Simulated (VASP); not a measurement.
A run of VASP 6.6.1 is set up as follows.

File INCAR:

```
PREC     = Accurate       # precision mode
ENCUT    = 520            # plane-wave cutoff, eV
EDIFF    = 1E-7           # SCF threshold, eV
ISMEAR   = -1             # smearing method
SIGMA    = 0.02           # smearing width, eV
LREAL    = F              # projectors in reciprocal space
LASPH    = T              # aspherical terms in the spheres
NELM     = 60             # most SCF steps
ALGO     = Normal         # electronic algorithm
ISIF     = 2              # what is computed and relaxed
LWAVE    = F              # write WAVECAR
LCHARG   = F              # write CHGCAR
GGA      = PE             # functional
NBANDS   = 12             # bands
```

File KPOINTS:

```
regular mesh
0
Gamma
  10 10 10
```

POSCAR

```
LiF
1.0
    0.0000000000      2.0547178897      1.9579777610
    2.0547178897      0.0000000000      1.9579777610
    2.0547178897      2.0547178897      0.0000000000
Li F
1 1
Direct
    0.0000000000      0.0000000000      0.0000000000
    0.5000000000      0.5000000000      0.5000000000
```

Potentials or basis: VASP PAW PBE potentials, release 64 (Li_sv, F).

The run is started by

```bash
$ cat potpaw_PBE.64/Li_sv/POTCAR potpaw_PBE.64/F/POTCAR > POTCAR
$ mpirun -np 1 vasp_std > vasp.out
```

Q: Estimate the band gap on the k mesh.

A: 8.94 eV, direct.

Caveat: the cell differs from its parent crystal (epitaxial xy strain +3.0%). A k mesh can miss the band edges.
